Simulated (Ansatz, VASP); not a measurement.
**One calculation of Ga, two programs**

```
Ga
1.0
     1.45078   -4.28423   -0.01810
     1.45078    4.28423   -0.01810
    -0.16678    0.00000    3.46286
Ga
2
Cartesian
  1.4091 -3.1432 0.8476
  1.3257 3.1432 2.5791
```

Alike in both runs: task single point; functional PBE; k mesh 13 × 13 × 11; occupations fermi-dirac, width 0.1 eV; no spin polarisation.

|  | VASP | Ansatz |
| --- | --- | --- |
| version | VASP 6.6.1 | Ansatz 0.2.0 |
| potentials or method | VASP PAW PBE potentials, release 64 (Ga_d), cutoff 500 eV | plane waves (420 eV) with PAW, scalar-relativistic |
| valence electrons in the cell | 26 | 26 |

|  | VASP | Ansatz | Ansatz less VASP |
| --- | --- | --- | --- |
| pressure (GPa) | -4.1 | -4.1 | +0.05 |
| traceless stress, the component that is largest in VASP (GPa) | 0.47 | 0.46 | -0.008 |
